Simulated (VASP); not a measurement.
## LiF: single point with LDA

LiF:

```
Li F
1.0
     2.74644    0.00000    0.00000
    -1.37322    2.37849    0.00000
     0.00000    0.00000    4.76397
Li F
2 2
Direct
  0.33333 0.66667 0.38398
  0.66667 0.33333 0.88398
  0.33333 0.66667 0.99102
  0.66667 0.33333 0.49102
```

This cell differs from its parent crystal: volume 7.780 Å^3 an atom, c/a of the conventional cell 1.7346.

```json
{"Program": "VASP 6.6.1", "Task": "single point", "Functional": "LDA", "Potentials or basis": "VASP PAW LDA potentials, release 64 (Li_sv, F)", "Cutoff": "520 eV", "k mesh": "9 × 9 × 6", "Occupations": "gaussian, width 0.05 eV", "Spin": "no spin polarisation"}
```

| Item | Value |
| --- | --- |
| Largest force | 0.824 eV/Å |
| Band gap on the k mesh | 9.00 eV, direct |

Forces in eV/Å, atoms in the order of the input:
```
Li   0.000  0.000 -0.824
Li   0.000  0.000 -0.824
F    0.000  0.000  0.824
F    0.000  0.000  0.824
```

Levels at points of the mesh, in eV from the valence-band top:
```
           k point  band 7  band 8  band 9  band 10  band 11  band 12  band 13  band 14
(0.00, 0.00, 0.00)   -0.30   -0.02    0.00     0.00     9.00    12.97    17.35    20.37
(0.00, 0.00, 0.50)   -0.15   -0.15   -0.15    -0.15    10.77    10.77    18.79    18.79
```

Run time: 20 s on 1 thread of Intel(R) Xeon(R) Platinum 8259CL CPU @ 2.50GHz (Skylake/Cascade Lake) (shared host), peak memory 0.13 GiB.

 A k mesh can miss the band edges.
